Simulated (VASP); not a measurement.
Wanted: the native input for a VASP 6.6.1 run.

```yaml
Task: relaxation of cell and atoms
Functional: PBE
Potentials_or_basis: VASP PAW PBE potentials, release 64 (Nb_sv)
Cutoff: 600 eV
k_mesh: 16 × 16 × 16
Occupations: methfessel-paxton, width 0.1 eV
Spin: no spin polarisation
Dipole_correction: no
Further_INCAR_settings: ALGO = Normal; EDIFF = 1e-06; IBRION = 2; EDIFFG = -0.005; NSW = 80; ISIF = 3
```

The structure of Nb lies in POSCAR:

```
Nb
1.0
   -1.6588162000      1.6588162000      1.6588162000
    1.6588162000     -1.6588162000      1.6588162000
    1.6588162000      1.6588162000     -1.6588162000
Nb
1
Direct
    0.0000000000      0.0000000000      0.0000000000
```

These files were run (other wordings do the same):

INCAR

```
PREC = Accurate ; ENCUT = 600
EDIFF = 1E-6 ; ISMEAR = 1
SIGMA = 0.1 ; LREAL = False
LASPH = True ; NELM = 80
ALGO = Normal ; ISIF = 3
LWAVE = False ; LCHARG = False
GGA = PE ; IBRION = 2
NSW = 80 ; EDIFFG = -0.005
```

KPOINTS

```
Automatic mesh
0
Gamma
  16 16 16
```

Potentials or basis: VASP PAW PBE potentials, release 64 (Nb_sv).

The run is started by

```sh
$ cat potpaw_PBE.64/Nb_sv/POTCAR > POTCAR
$ mpirun -np 1 vasp_std > vasp.out
```

It gave:

| Property | Result |
| --- | --- |
| Relaxed volume | 18.07 Å³/atom |
| Relaxed cell | a = 2.863 Å, b = 2.863 Å, c = 2.863 Å, α = 109.47°, β = 109.47°, γ = 109.47° |
| Space group after relaxing (to 0.05 Å) | Im-3m (No. 229) |
| Energy gained by relaxing | 1.0 meV/atom |
| Ionic steps | 3 |
| Pressure after relaxing | 0.0 GPa |

Wall time 39 s on 1 thread of Intel(R) Xeon(R) Platinum 8259CL CPU @ 2.50GHz (Skylake/Cascade Lake) (shared host), peak memory 0.17 GiB.
